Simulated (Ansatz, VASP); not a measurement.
## One calculation of BiPbCl5, two programs

```
CELL_PARAMETERS angstrom
4.35281 0.00000 0.00000
-0.04951 6.05719 0.00000
-0.00505 -0.42102 9.11693
ATOMIC_POSITIONS crystal
Bi 0.00078 0.77799 0.48810
Pb 0.49847 0.81994 0.92961
Cl 0.99772 0.38987 0.38305
Cl 0.99753 0.57251 0.74657
Cl 0.50047 0.84118 0.29726
Cl 0.50183 0.00739 0.65744
Cl 0.00320 0.09112 0.99797
```

Alike in both runs: task single point; functional PBE; k mesh 4 × 2 × 2; occupations gaussian, width 0.1 eV; no spin polarisation.

|  | VASP | Ansatz |
| --- | --- | --- |
| version | VASP 6.6.1 | Ansatz 0.2.0 |
| potentials or method | VASP PAW PBE potentials, release 64 (Bi_d, Pb_d, Cl), cutoff 520 eV | scalar-relativistic, plane waves, PAW |
| valence electrons in the cell | 64 | 64 |

```csv
,VASP,Ansatz,Ansatz less VASP
gap on the k mesh at the Fermi level (eV),3.24,3.23,-0.007
least direct gap on the mesh (eV),3.30,3.29,-0.006
pressure (GPa),-0.1,0.0,+0.07
rms of the force components (eV/Å),0.007,0.006,-0.0010
```

Atom by atom the forces differ by 0.002 eV/Å (rms over components).

The k mesh is coarse, so the values compare programs but aren't converged. Neither program's run includes spin-orbit coupling.
